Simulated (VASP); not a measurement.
Input of a VASP 6.6.1 run:

Contents of INCAR:

```
PREC     = Accurate       # precision mode
ENCUT    = 520            # plane-wave cutoff, eV
EDIFF    = 1E-7           # SCF threshold, eV
ISMEAR   = -1             # smearing method
SIGMA    = 0.1            # smearing width, eV
LREAL    = F              # projectors in reciprocal space
LASPH    = T              # aspherical terms in the spheres
NELM     = 60             # most SCF steps
ALGO     = Normal         # electronic algorithm
ISIF     = 2              # what is computed and relaxed
LWAVE    = F              # write WAVECAR
LCHARG   = F              # write CHGCAR
GGA      = CA             # functional
NBANDS   = 18             # bands
```

File KPOINTS:

```
Automatic mesh
0
Gamma
  6 6 6
```

Contents of POSCAR:

```
Sb2Au
1.0
    0.0000000000      3.4354282242      3.4354282242
    3.4354282242      0.0000000000      3.4354282242
    3.4354282242      3.4354282242      0.0000000000
Sb Au
2 1
Direct
    0.2500000000      0.2500000000      0.2500000000
    0.7500000000      0.7500000000      0.7500000000
    0.0000000000      0.0000000000      0.0000000000
```

Potentials or basis: VASP PAW LDA potentials, release 64 (Sb, Au).

Command:

```bash
$ cat potpaw_LDA.64/Sb/POTCAR potpaw_LDA.64/Au/POTCAR > POTCAR
$ mpirun -np 1 vasp_std > vasp.out
```

Predict the pressure.

-4.7 GPa.
